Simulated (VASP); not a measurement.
# SiNi (Pnma) in VASP: notebook

The runs below take SiNi through relaxation of cell and atoms, single point, with LDA.

All numbers are computed with VASP 6.6.1; they aren't measurements. Logs are shortened: lines on timing, memory, paths and dates and some standing lists are left out, and cuts for length are marked.

### Step 1. The cell of the first run

Symmetry: Pnma, No. 62, orthorhombic system. Conventional cell: a = 5.154 Å, b = 3.375 Å, c = 5.620 Å, α = 90.00°, β = 90.00°, γ = 90.00°. Within 3.0 Å of Si (site symmetry m) lie 6 Ni at 2.29 to 2.41 Å and 2 Si at 2.67 Å. Ni (site symmetry m) has 6 Si at 2.29 to 2.41 Å and 4 Ni at 2.67 to 2.71 Å within 3.0 Å.

### Step 2. Relaxation of cell and atoms, LDA

INCAR

```
SYSTEM = SiNi
  PREC = Accurate
  ENCUT = 600
  EDIFF = 1E-6
  ISMEAR = 0
  SIGMA = 0.1
  LREAL = .False.
  LASPH = .True.
  NELM = 80
  ALGO = Normal
  ISIF = 3
  LWAVE = .False.
  LCHARG = .False.
  IBRION = 2
  NSW = 70
  EDIFFG = -0.005
```

KPOINTS

```
Automatic mesh
0
Gamma
  8 10 6
  0 0 0
```

POSCAR

```
SiNi
1.0
    5.1540862299      0.0000000000      0.0000000000
    0.0000000000      3.3754897953      0.0000000000
    0.0000000000      0.0000000000      5.6197144144
Si Ni
4 4
Direct
    0.3212470322      0.7500000000      0.0840781133
    0.1787529678      0.2500000000      0.5840781133
    0.8212470322      0.7500000000      0.4159218867
    0.6787529678      0.2500000000      0.9159218867
    0.0082176550      0.2500000000      0.1884869081
    0.4917823450      0.7500000000      0.6884869081
    0.5082176550      0.2500000000      0.3115130919
    0.9917823450      0.7500000000      0.8115130919
```

Potentials or basis: VASP PAW LDA potentials, release 64 (Si, Ni).

Started as:

```bash
$ cat potpaw_LDA.64/Si/POTCAR potpaw_LDA.64/Ni/POTCAR > POTCAR
$ mpirun -np 1 vasp_std > vasp.out
```

OUTCAR:

```text
SYSTEM = SiNi
   PREC = Accurate
   ENCUT = 600
   EDIFF = 1E-6
   ISMEAR = 0
   LREAL = .False.
   LASPH = .True.
   NELM = 80
   ISIF = 3
   IBRION = 2
   NSW = 70
   EDIFFG = -0.005

 ion  position               nearest neighbor table
   1  0.321  0.750  0.084-   8 2.29   7 2.33   7 2.33   6 2.39   5 2.41   5 2.41   4 2.67   4 2.67

   2  0.179  0.250  0.584-   7 2.29   8 2.33   8 2.33   5 2.39   6 2.41   6 2.41   3 2.67   3 2.67

   3  0.821  0.750  0.416-   6 2.29   5 2.33   5 2.33   8 2.39   7 2.41   7 2.41   2 2.67   2 2.67

   4  0.679  0.250  0.916-   5 2.29   6 2.33   6 2.33   7 2.39   8 2.41   8 2.41   1 2.67   1 2.67

   5  0.008  0.250  0.188-   4 2.29   3 2.33   3 2.33   2 2.39   1 2.41   1 2.41   7 2.67   7 2.67
                             8 2.71   8 2.71
   6  0.492  0.750  0.688-   3 2.29   4 2.33   4 2.33   1 2.39   2 2.41   2 2.41   8 2.67   8 2.67
                             7 2.71   7 2.71
   7  0.508  0.250  0.312-   2 2.29   1 2.33   1 2.33   4 2.39   3 2.41   3 2.41   5 2.67   5 2.67
                             6 2.71   6 2.71
   8  0.992  0.750  0.812-   1 2.29   2 2.33   2 2.33   3 2.39   4 2.41   4 2.41   6 2.67   6 2.67
                             5 2.71   5 2.71

  LATTYP: Found a simple orthorhombic cell.
 ALAT       =     3.3754897953
 B/A-ratio  =     1.5269150679
 C/A-ratio  =     1.6648589554

  Lattice vectors:

 A1 = (   0.0000000000,  -3.3754897953,   0.0000000000)
 A2 = (   5.1540862299,   0.0000000000,   0.0000000000)
 A3 = (   0.0000000000,   0.0000000000,   5.6197144144)

Analysis of symmetry for initial positions (statically):
=====================================================================
 Subroutine PRICEL returns:
 Original cell was already a primitive cell.

 Routine SETGRP: Setting up the symmetry group for a
 simple orthorhombic supercell.

 Subroutine GETGRP returns: Found  8 space group operations
 (whereof  2 operations were pure point group operations)
 out of a pool of  8 trial point group operations.

The static configuration has the point symmetry S_2 .
 The point group associated with its full space group is D_2h.

Analysis of symmetry for dynamics (positions and initial velocities):
=====================================================================
 Subroutine PRICEL returns:
 Original cell was already a primitive cell.

 Routine SETGRP: Setting up the symmetry group for a
 simple orthorhombic supercell.

 Subroutine GETGRP returns: Found  8 space group operations
 (whereof  2 operations were pure point group operations)
 out of a pool of  8 trial point group operations.

The dynamic configuration has the point symmetry S_2 .
 The point group associated with its full space group is D_2h.

[... 137 lines left out ...]
   AEXX    =    0.0000 exact exchange contribution
   IVDW    =     0    specifies the selected vdW correction
   LEPSILON=     F    determine dielectric tensor
   LRPA    =     F    only Hartree local field effects (RPA)
 conjugate gradient relaxation of ions
 non-spin polarized calculation
 Gauss-broadening in eV      SIGMA  =   0.10
  energy-cutoff  :      600.00
  volume of cell :       97.77
 maximum number of plane-waves:      3288
 NGX is ok and might be reduce to    42
   NGX = 21   NGY = 13   NGZ = 23

--------------------------------------- Ionic step        1  -------------------------------------------

 number of electron      56.0000013 magnetization

 Free energy of the ion-electron system (eV)
  ---------------------------------------------------
  ext. energy  EPLUGINS =         0.00000000
  ---------------------------------------------------
  free energy    TOTEN  =       -54.89159806 eV

  energy without entropy =      -54.88375761  energy(sigma->0) =      -54.88767784

------------------------ aborting loop because EDIFF is reached ----------------------------------------

  FORCE on cell =-STRESS in cart. coord.  units (eV):
  Direction    XX          YY          ZZ          XY          YZ          ZX
  --------------------------------------------------------------------------------------
  -------------------------------------------------------------------------------------
  Total       -6.3775697     -6.0561367     -6.3586687     -0.0000000      0.0000000      0.0000000
  in kB     -104.5112566    -99.2438319   -104.2015206     -0.0000000      0.0000000      0.0000000
  external PRESSURE =    -102.6522030 kB  Pullay stress =       0.0000000 kB
[... 107 lines left out ...]
  FREE ENERGIE OF THE ION-ELECTRON SYSTEM (eV)
  ---------------------------------------------------
  free  energy   TOTEN  =       -55.0750135015 eV

  energy  without entropy=      -55.0679095026  energy(sigma->0) =      -55.07146150

[... ionic steps 4 to 15 ...]

--------------------------------------- Ionic step       16  -------------------------------------------

 number of electron      56.0000016 magnetization

------------------------ aborting loop because EDIFF is reached ----------------------------------------
[... 79 lines left out ...]
--------------------------------------- Ionic step       18  -------------------------------------------

 number of electron      56.0000015 magnetization

 Free energy of the ion-electron system (eV)
  ---------------------------------------------------
  ext. energy  EPLUGINS =         0.00000000
  ---------------------------------------------------
  free energy    TOTEN  =       -55.07892960 eV

  energy without entropy =      -55.07172104  energy(sigma->0) =      -55.07532532

 E-fermi :  11.0089     XC(G=0): -12.6492

 val. band max:       10.9832495405   @ k =   0.0000   0.5000   0.3333
 cond. band min:      11.0340024450   @ k =   0.1250   0.4000   0.0000
 fundamental gap:      0.0507529045
 Fermi energy:        11.0089318617

 k-point     1 :       0.0000    0.0000    0.0000
  band No.  band energies     occupation
      1      -2.3336      2.00000
      2       1.2516      2.00000
      3       2.3828      2.00000
      4       3.0946      2.00000
      5       4.2358      2.00000
      6       4.7433      2.00000
[... 853 lines left out ...]
     32      12.2817      0.00000
     33      13.6444      0.00000

 [... further k-points ...]

------------------------ aborting loop because EDIFF is reached ----------------------------------------

  FORCE on cell =-STRESS in cart. coord.  units (eV):
  Direction    XX          YY          ZZ          XY          YZ          ZX
  --------------------------------------------------------------------------------------
  -------------------------------------------------------------------------------------
  Total       -0.0057333     -0.0026184     -0.0070398      0.0000000      0.0000000      0.0000000
  in kB       -0.0995227     -0.0454530     -0.1222028      0.0000000      0.0000000      0.0000000
  external PRESSURE =      -0.0890595 kB  Pullay stress =       0.0000000 kB
[... 23 lines left out ...]
  FREE ENERGIE OF THE ION-ELECTRON SYSTEM (eV)
  ---------------------------------------------------
  free  energy   TOTEN  =       -55.0789295959 eV

  energy  without entropy=      -55.0717210450  energy(sigma->0) =      -55.07532532

 reached required accuracy - stopping structural energy minimisation
```

CONTCAR:

```text
SiNi
   1.00000000000000
     5.0506857860838021   -0.0000000000000000    0.0000000000000000
     0.0000000000000000    3.3310780030623799    0.0000000000000000
     0.0000000000000000    0.0000000000000000    5.4860058641699219
  Si              Ni
     4     4
Direct
     0.3203300043245507    0.7500000000000000    0.0865546922492419
     0.1796699956754494    0.2500000000000000    0.5865546922492419
     0.8203300043245504    0.7500000000000000    0.4134453077507582
     0.6796699956754496    0.2500000000000000    0.9134453077507581
     0.0094069117863608    0.2500000000000000    0.1877906349938784
     0.4905930882136393    0.7500000000000000    0.6877906349938785
     0.5094069117863607    0.2500000000000000    0.3122093650061217
     0.9905930882136393    0.7500000000000000    0.8122093650061215

  0.00000000E+00  0.00000000E+00  0.00000000E+00
  0.00000000E+00  0.00000000E+00  0.00000000E+00
  0.00000000E+00  0.00000000E+00  0.00000000E+00
  0.00000000E+00  0.00000000E+00  0.00000000E+00
  0.00000000E+00  0.00000000E+00  0.00000000E+00
  0.00000000E+00  0.00000000E+00  0.00000000E+00
  0.00000000E+00  0.00000000E+00  0.00000000E+00
  0.00000000E+00  0.00000000E+00  0.00000000E+00
```

It took 1.8 h on 1 thread of AMD EPYC 7R13, shared host; peak memory 0.44 GiB.

Results:

```yaml
Free_energy: -55.0789 eV
Relaxed_volume: 11.54 Å³/atom
Relaxed_cell: a = 5.051 Å, b = 3.331 Å, c = 5.486 Å, α = 90.00°, β = 90.00°, γ = 90.00°
Space_group_after_relaxing_to_0.1_Å: Pnma (No. 62)
Energy_gained_by_relaxing: 23.4 meV/atom
Ionic_steps: 18
Pressure_after_relaxing: 0.0 GPa
Largest_force_after_relaxing: 0.004 eV/Å
Band_gap_on_the_k_mesh: zero (bands 28 and 29 overlap by 1.95 eV)
```

Forces on the atoms (eV/Å):
```
Si  -0.003  0.000  0.003
Si   0.003  0.000  0.003
Si  -0.003  0.000 -0.003
Si   0.003  0.000 -0.003
Ni  -0.001  0.000 -0.002
Ni   0.001  0.000 -0.002
Ni  -0.001  0.000  0.002
Ni   0.001  0.000  0.002
```

The path:
```csv
step,energy change (eV),largest force (eV/Å),pressure (GPa),volume (Å³)
1,0.0000,0.1585,-10.27,97.77
2,0.0357,0.2885,13.95,87.10
3,-0.1834,0.0837,-0.13,92.44
4,-0.1834,0.0872,0.10,92.34
5,-0.1854,0.0480,0.03,92.30
6,-0.1860,0.0466,0.04,92.26
7,-0.1860,0.0438,0.12,92.26
8,-0.1866,0.0217,-0.20,92.37
9,-0.1867,0.0133,-0.20,92.41
10,-0.1871,0.0136,0.09,92.24
11,-0.1871,0.0154,0.11,92.22
12,-0.1871,0.0198,0.18,92.16
13,-0.1871,0.0176,0.25,92.19
14,-0.1871,0.0164,0.20,92.20
15,-0.1873,0.0111,0.09,92.25
16,-0.1873,0.0115,-0.03,92.26
17,-0.1873,0.0112,0.05,92.26
18,-0.1873,0.0041,-0.01,92.30
```

Final structure:
```
Si Ni
1.0
     5.05069    0.00000    0.00000
     0.00000    3.33108    0.00000
     0.00000    0.00000    5.48601
Si Ni
4 4
Direct
  0.32033 0.75000 0.08655
  0.17967 0.25000 0.58655
  0.82033 0.75000 0.41345
  0.67967 0.25000 0.91345
  0.00941 0.25000 0.18779
  0.49059 0.75000 0.68779
  0.50941 0.25000 0.31221
  0.99059 0.75000 0.81221
```

(Continued in part 2 of 2.)
